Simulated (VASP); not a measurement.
Wanted: the native input for a VASP 6.6.1 run.

```yaml
Task: single point
Functional: PBE
Potentials_or_basis: VASP PAW PBE potentials, release 64 (B, N)
Cutoff: 520 eV
k_mesh: 12 × 12 × 12
Occupations: gaussian, width 0.05 eV
Spin: no spin polarisation
Dipole_correction: no
Further_INCAR_settings: ALGO = Normal; EDIFF = 1e-06; NBANDS = 11
```

The structure of BN lies in POSCAR:

```
BN
1.0
    0.0000000000      1.8395919804      1.7104527944
    1.7104527944      0.0000000000      1.7104527944
    1.7104527944      1.8395919804      0.0000000000
B N
1 1
Direct
    0.0000000000      0.0000000000      0.0000000000
    0.7500000000      0.7500000000      0.7500000000
```

This cell differs from its parent crystal: volume 5.382 Å^3 an atom, c/a of the conventional cell 1.0755.

The input as run:

INCAR

```
SYSTEM = BN
ALGO = Normal ; EDIFF = 1E-6
ENCUT = 520 ; GGA = PE
ISIF = 2 ; ISMEAR = 0
LASPH = .True. ; LCHARG = .False.
LREAL = .False. ; LWAVE = .False.
NBANDS = 11 ; NELM = 60
PREC = Accurate ; SIGMA = 0.05
```

KPOINTS

```
k-points
0
Gamma
  12 12 12
  0 0 0
```

Potentials or basis: VASP PAW PBE potentials, release 64 (B, N).

Command:

```sh
$ cat potpaw_PBE.64/B/POTCAR potpaw_PBE.64/N/POTCAR > POTCAR
$ mpirun -np 1 vasp_std > vasp.out
```

It gave:

```json
{
  "Pressure": "45.5 GPa",
  "Band gap on the k mesh": "3.84 eV, indirect (least direct gap 8.85 eV)"
}
```

Run time: 30 s on 1 thread of Intel Xeon 8259CL (shared host), peak memory 0.13 GiB.
